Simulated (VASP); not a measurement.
# In3Sb (Pm-3m) in VASP: settings compared

In3Sb is run at these levels: PBEsol, r2SCAN; tasks: single point.

Program: VASP 6.6.1. These are calculated values, not measurements. Logs are shortened: lines on timing, memory, paths and dates and some standing lists are left out, and cuts for length are marked.

## (1) The cell of the first run

Symmetry: Pm-3m, No. 221, cubic system. Conventional cell: a = 4.837 Å, b = 4.837 Å, c = 4.837 Å, α = 90.00°, β = 90.00°, γ = 90.00°. Within 4.5 Å of In (site symmetry 4/mmm) lie 8 In at 3.42 Å and 4 Sb at 3.42 Å. Within 4.5 Å of Sb (site symmetry m-3m) lie 12 In at 3.42 Å.

## (2) Single point, PBEsol

File INCAR:

```
  PREC = Accurate
  ENCUT = 500
  EDIFF = 1E-6
  ISMEAR = -1
  SIGMA = 0.1
  LREAL = False
  LASPH = True
  NELM = 120
  ALGO = Normal
  ISIF = 2
  LWAVE = False
  LCHARG = False
  GGA = PS
  NBANDS = 30
  GGA_COMPAT = False
```

File KPOINTS:

```
Automatic mesh
0
Gamma
  3 3 3
```

File POSCAR:

```
In3Sb
1.0
    4.8369620000      0.0000000000      0.0000000000
    0.0000000000      4.8369620000      0.0000000000
    0.0000000000      0.0000000000      4.8369620000
In Sb
3 1
Direct
    0.5000000000      0.5000000000      0.0000000000
    0.5000000000      0.0000000000      0.5000000000
    0.0000000000      0.5000000000      0.5000000000
    0.0000000000      0.0000000000      0.0000000000
```

Potentials or basis: VASP PAW PBE potentials, release 64 (In_d, Sb).

Command:

```bash
$ cat potpaw_PBE.64/In_d/POTCAR potpaw_PBE.64/Sb/POTCAR > POTCAR
$ mpirun -np 1 vasp_std > vasp.out
```

OUTCAR:

```text
PREC = Accurate
   ENCUT = 500
   EDIFF = 1E-6
   ISMEAR = -1
   LREAL = False
   LASPH = True
   NELM = 120
   ISIF = 2
   GGA = PS

 ion  position               nearest neighbor table
   1  0.500  0.500  0.000-   2 3.42   3 3.42   4 3.42   2 3.42   3 3.42   2 3.42   4 3.42   2 3.42
                             3 3.42   4 3.42   3 3.42   4 3.42
   2  0.500  0.000  0.500-   1 3.42   3 3.42   4 3.42   1 3.42   4 3.42   1 3.42   3 3.42   1 3.42
                             3 3.42   4 3.42   4 3.42   3 3.42
   3  0.000  0.500  0.500-   1 3.42   2 3.42   4 3.42   1 3.42   4 3.42   2 3.42   4 3.42   4 3.42
                             1 3.42   2 3.42   1 3.42   2 3.42
   4  0.000  0.000  0.000-   1 3.42   2 3.42   3 3.42   2 3.42   3 3.42   1 3.42   3 3.42   3 3.42
                             1 3.42   2 3.42   2 3.42   1 3.42

  LATTYP: Found a simple cubic cell.
 ALAT       =     4.8369620000

  Lattice vectors:

 A1 = (   4.8369620000,   0.0000000000,   0.0000000000)
 A2 = (   0.0000000000,   4.8369620000,   0.0000000000)
 A3 = (   0.0000000000,   0.0000000000,   4.8369620000)

Analysis of symmetry for initial positions (statically):
=====================================================================
 Subroutine PRICEL returns:
 Original cell was already a primitive cell.

 Routine SETGRP: Setting up the symmetry group for a
 simple cubic supercell.

 Subroutine GETGRP returns: Found 48 space group operations
[... 9 lines left out ...]

 Routine SETGRP: Setting up the symmetry group for a
 simple cubic supercell.

 Subroutine GETGRP returns: Found 48 space group operations
[... 11 lines left out ...]
                                     Primitive cell

  volume of cell :     113.1665

  direct lattice vectors                    reciprocal lattice vectors
     4.836962000  0.000000000  0.000000000     0.206741339  0.000000000  0.000000000
     0.000000000  4.836962000  0.000000000     0.000000000  0.206741339  0.000000000
     0.000000000  0.000000000  4.836962000     0.000000000  0.000000000  0.206741339

  length of vectors
     4.836962000  4.836962000  4.836962000     0.206741339  0.206741339  0.206741339

  position of ions in fractional coordinates (direct lattice)
     0.500000000  0.500000000  0.000000000
     0.500000000  0.000000000  0.500000000
     0.000000000  0.500000000  0.500000000
     0.000000000  0.000000000  0.000000000

  ion indices of the primitive-cell ions
   primitive index   ion index
                 1           1
                 2           2
                 3           3
                 4           4

----------------------------------------------------------------------------------------

 KPOINTS: Automatic mesh

Automatic generation of k-mesh.
 Grid dimensions read from file:
 generate k-points for:    3    3    3

 Generating k-lattice:

  Cartesian coordinates                     Fractional coordinates (reciprocal lattice)
     0.068913780  0.000000000  0.000000000     0.333333333  0.000000000  0.000000000
     0.000000000  0.068913780  0.000000000     0.000000000  0.333333333  0.000000000
     0.000000000  0.000000000  0.068913780     0.000000000  0.000000000  0.333333333

  Length of vectors
     0.068913780  0.068913780  0.068913780

  Shift w.r.t. Gamma in fractional coordinates (k-lattice)
     0.000000000  0.000000000  0.000000000

 Subroutine IBZKPT returns following result:
 ===========================================

 Found      4 irreducible k-points:

 Following reciprocal coordinates:
            Coordinates               Weight
  0.000000  0.000000  0.000000      1.000000
  0.333333  0.000000  0.000000      6.000000
  0.333333  0.333333  0.000000     12.000000
  0.333333  0.333333  0.333333      8.000000
   k-points           NKPTS =      4   k-points in BZ     NKDIM =      4   number of bands    NBANDS=     30
   number of dos      NEDOS =    301   number of ions     NIONS =      4
   total plane-waves  NPLWV =  46656
   dimension x,y,z NGX =    36 NGY =   36 NGZ =   36
   dimension x,y,z NGXF=    72 NGYF=   72 NGZF=   72
   ions per type =               3   1
   NGX,Y,Z   is equivalent  to a cutoff of  12.37, 12.37, 12.37 a.u.
   NGXF,Y,Z  is equivalent  to a cutoff of  24.75, 24.75, 24.75 a.u.
 SYSTEM =  unknown system
   PREC   = accura    normal or accurate (medium, high low for compatibility)
   ISTART =      0    job   : 0-new  1-cont  2-samecut
   ICHARG =      2    charge: 1-file 2-atom 10-const
   ISPIN  =      1    spin polarized calculation?
   LNONCOLLINEAR =      F non collinear calculations
   LSORBIT =      F    spin-orbit coupling
   LASPH  =      T    aspherical Exc in radial PAW
   ENCUT  =  500.0 eV  36.75 Ry    6.06 a.u.   8.82  8.82  8.82*2*pi/ulx,y,z
   NELM   =    120;   NELMIN=  2; NELMDL= -5     # of ELM steps
   EDIFF  = 0.1E-05   stopping-criterion for ELM
   LREAL  =      F    real-space projection
   EDIFFG = 0.1E-04   stopping-criterion for IOM
   NSW    =      0    number of steps for IOM
   IBRION =     -1    ionic relax: 0-MD 1-quasi-New 2-CG
   NFREE  =      0    steps in history (QN), initial steepest desc. (CG)
   ISIF   =      2    stress and relaxation
   ISYM   =      2    0-nonsym 1-usesym 2-fastsym
   POTIM  = 0.5000    time-step for ionic-motion
   TEBEG  =    0.0;   TEEND  =   0.0 temperature during run
   PSTRESS=    0.0 pullay stress
   NELECT =      44.0000    total number of electrons
   NUPDOWN=      -1.0000    fix difference up-down
   EMIN   =  10.00;   EMAX   =-10.00  energy-range for DOS
   EFERMI =   0.00;   METHOD = LEGACY
   ISMEAR =    -1;   SIGMA  =   0.10  broadening in eV -4-tet -1-fermi 0-gaus
   EFERMI_NEDOS =   21; number of points for ismear=-14 and -15
   IALGO  =     38    algorithm
   IMIX   =      4    mixing-type and parameters
     AMIX     =   0.40;   BMIX     =  1.00
     AMIX_MAG =   1.60;   BMIX_MAG =  1.00
  volume/ion in A,a.u.               =      28.29       190.92
  Fermi-wavevector in a.u.,A,eV,Ry     =   1.194867  2.257972 19.425148  1.427708
  Thomas-Fermi vector in A             =   2.330847
   LORBIT       =      0    0 simple, 1 ext, 2 COOP (PROOUT), +10 PAW based schemes
   GGA     = PS    functional components
   LHFCALC =     F    Hartree Fock is set to
   AEXX    =    0.0000 exact exchange contribution
   IVDW    =     0    specifies the selected vdW correction
   LEPSILON=     F    determine dielectric tensor
   LRPA    =     F    only Hartree local field effects (RPA)
 non-spin polarized calculation
  energy-cutoff  :      500.00
  volume of cell :      113.17
 maximum number of plane-waves:      2897
 NGX is ok and might be reduce to    36
   NGX = 17   NGY = 17   NGZ = 17

 number of electron      43.9999994 magnetization

 Free energy of the ion-electron system (eV)
  ---------------------------------------------------
  ext. energy  EPLUGINS =         0.00000000
  ---------------------------------------------------
  free energy    TOTEN  =       -13.26862792 eV

  energy without entropy =      -13.14415592  energy(sigma->0) =      -13.20639192

 E-fermi :   7.1059     XC(G=0): -10.0494

 val. band max:        7.0853843152   @ k =   0.3333   0.3333   0.0000
 cond. band min:       7.1585086581   @ k =   0.3333   0.0000   0.0000
 fundamental gap:      0.0731243429
 Fermi energy:         7.1059099789

 k-point     1 :       0.0000    0.0000    0.0000
  band No.  band energies     occupation
      1      -7.8226      2.00000
      2      -7.8213      2.00000
      3      -7.8213      2.00000
      4      -7.8213      2.00000
      5      -7.6904      2.00000
      6      -7.6904      2.00000
[... 22 lines left out ...]
     29      12.7255      0.00000
     30      13.1664      0.00000

 k-point     2 :       0.3333    0.0000    0.0000
  band No.  band energies     occupation
      1      -7.8085      2.00000
      2      -7.7543      2.00000
      3      -7.7330      2.00000
      4      -7.7330      2.00000
      5      -7.6801      2.00000
      6      -7.6353      2.00000
[... 22 lines left out ...]
     29      13.2843      0.00000
     30      13.2908      0.00000

 k-point     3 :       0.3333    0.3333    0.0000
  band No.  band energies     occupation
      1      -7.7439      2.00000
      2      -7.7416      2.00000
      3      -7.6989      2.00000
      4      -7.6790      2.00000
      5      -7.6751      2.00000
      6      -7.6445      2.00000
[... 22 lines left out ...]
     29      11.1070      0.00000
     30      11.4472      0.00000

 k-point     4 :       0.3333    0.3333    0.3333
  band No.  band energies     occupation
      1      -7.7598      2.00000
      2      -7.7188      2.00000
      3      -7.7185      2.00000
      4      -7.7185      2.00000
      5      -7.6675      2.00000
      6      -7.6675      2.00000
[... 22 lines left out ...]
     29      12.9745      0.00000
     30      14.2659      0.00000

------------------------ aborting loop because EDIFF is reached ----------------------------------------

  FORCE on cell =-STRESS in cart. coord.  units (eV):
  Direction    XX          YY          ZZ          XY          YZ          ZX
  --------------------------------------------------------------------------------------
  -------------------------------------------------------------------------------------
  Total       -1.6277759     -1.6277759     -1.6277759      0.0000000     -0.0000000     -0.0000000
  in kB      -23.0455545    -23.0455545    -23.0455545      0.0000000     -0.0000000     -0.0000000
  external PRESSURE =     -23.0455545 kB  Pullay stress =       0.0000000 kB

 VOLUME and BASIS-vectors are now :
 -----------------------------------------------------------------------------
  energy-cutoff  :      500.00
  volume of cell :      113.17
      direct lattice vectors                 reciprocal lattice vectors
     4.836962000  0.000000000  0.000000000     0.206741339  0.000000000  0.000000000
     0.000000000  4.836962000  0.000000000     0.000000000  0.206741339  0.000000000
     0.000000000  0.000000000  4.836962000     0.000000000  0.000000000  0.206741339

 POSITION                                       TOTAL-FORCE (eV/Angst)
 -----------------------------------------------------------------------------------
      2.41848      2.41848      0.00000         0.000000      0.000000      0.000000
      2.41848      0.00000      2.41848         0.000000      0.000000      0.000000
      0.00000      2.41848      2.41848         0.000000      0.000000      0.000000
      0.00000      0.00000      0.00000         0.000000      0.000000      0.000000
 -----------------------------------------------------------------------------------
    total drift:                                0.000000      0.000000      0.000000

  FREE ENERGIE OF THE ION-ELECTRON SYSTEM (eV)
  ---------------------------------------------------
  free  energy   TOTEN  =       -13.2686279221 eV

  energy  without entropy=      -13.1441559225  energy(sigma->0) =      -13.20639192
```

Run time: 20 s. Hardware: 1 thread of Intel Xeon 8259CL, shared host; peak memory 0.2 GiB.

What came out:

```
Free energy            : -13.2686 eV
Pressure               : -2.3 GPa
Band gap on the k mesh : zero (band 22 reaches 7.16 eV, above the bottom of band 23 at 6.55 eV)
```

Caveat: the k points lie up to 0.43 Å⁻¹ apart; the PAW data sets were made with another functional, which shifts forces and pressure a little; spin-orbit coupling is left out, which moves the levels of the heavy elements.

## (3) Single point, r2SCAN

POSCAR is that of step 2.

File INCAR.step1:

```
  PREC = Accurate
  ENCUT = 550
  ISMEAR = -1
  SIGMA = 0.1
  LREAL = F
  LASPH = T
  NELM = 120
  NBANDS = 30
  GGA = PE
  ALGO = Normal
  EDIFF = 1E-5
  LWAVE = T
  LCHARG = F
  GGA_COMPAT = F
```

File INCAR.step2:

```
  PREC = Accurate
  ENCUT = 550
  EDIFF = 1E-6
  ISMEAR = -1
  SIGMA = 0.1
  LREAL = F
  LASPH = T
  NELM = 120
  ALGO = Normal
  ISIF = 2
  LWAVE = F
  LCHARG = F
  METAGGA = R2SCAN
  LMIXTAU = T
  NBANDS = 30
  ISTART = 1
  GGA_COMPAT = F
```

File KPOINTS:

```
regular mesh
0
Gamma
  3 3 3
```

Potentials or basis: VASP PAW PBE potentials, release 64 (In_d, Sb).

Command:

```bash
$ cat potpaw_PBE.64/In_d/POTCAR potpaw_PBE.64/Sb/POTCAR > POTCAR
$ cp INCAR.step1 INCAR
$ mpirun -np 1 vasp_std > vasp.out
$ cp INCAR.step2 INCAR
$ mpirun -np 1 vasp_std > vasp.out
```

Wall time 2.9 min (1 thread of Intel Xeon 8259CL, shared host); peak memory 0.26 GiB.

The run converged. Its results:

```yaml
Free_energy: -93.0983 eV
Pressure: -0.8 GPa
Band_gap_on_the_k_mesh: zero (band 22 reaches 7.28 eV, above the bottom of band 23 at 6.69 eV)
```

Levels at points of the mesh, in eV from the Fermi level:
```
           k point  band 18  band 19  band 20  band 21  band 22  band 23  band 24  band 25  band 26  band 27
(0.00, 0.00, 0.00)    -3.42    -3.42    -3.42    -2.74    -2.74     1.96     1.96     1.96     3.67     3.67
```

Caveat: the k points lie up to 0.43 Å⁻¹ apart; the PAW data sets were made with another functional, which shifts forces and pressure a little; spin-orbit coupling is left out, which moves the levels of the heavy elements.
